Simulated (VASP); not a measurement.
Here is a VASP 6.6.1 calculation.

The input INCAR:

```
SYSTEM = Ba
ALGO = Fast
EDIFF = 1E-7
ENCUT = 520
ISIF = 2
ISMEAR = 0
LASPH = .TRUE.
LCHARG = .FALSE.
LREAL = .FALSE.
LWAVE = .FALSE.
NBANDS = 11
NELM = 100
PREC = Accurate
SIGMA = 0.15
```

The input KPOINTS:

```
k-points
0
G
  14 14 14
  0 0 0
```

The input POSCAR:

```
Ba
1.0
   -2.3000000000      2.3000000000      2.7000000000
    2.3000000000     -2.3000000000      2.7000000000
    2.3000000000      2.3000000000     -2.7000000000
Ba
1
Direct
    0.0000000000      0.0000000000      0.0000000000
```

Potentials or basis: VASP PAW LDA potentials, release 64 (Ba_sv).

Command:

```sh
$ cat potpaw_LDA.64/Ba_sv/POTCAR > POTCAR
$ mpirun -np 1 vasp_std > vasp.out
```

(1) Predict the pressure.

(2) Estimate the band gap on the k mesh.

Results:

(1) -0.5 GPa.

(2) zero (bands 5 and 6 overlap by 0.83 eV).

Caveat: the cell differs from its parent crystal (strain -0.080 along x and y, +0.080 along z); spin-orbit coupling is left out, which moves the levels of the heavy elements.
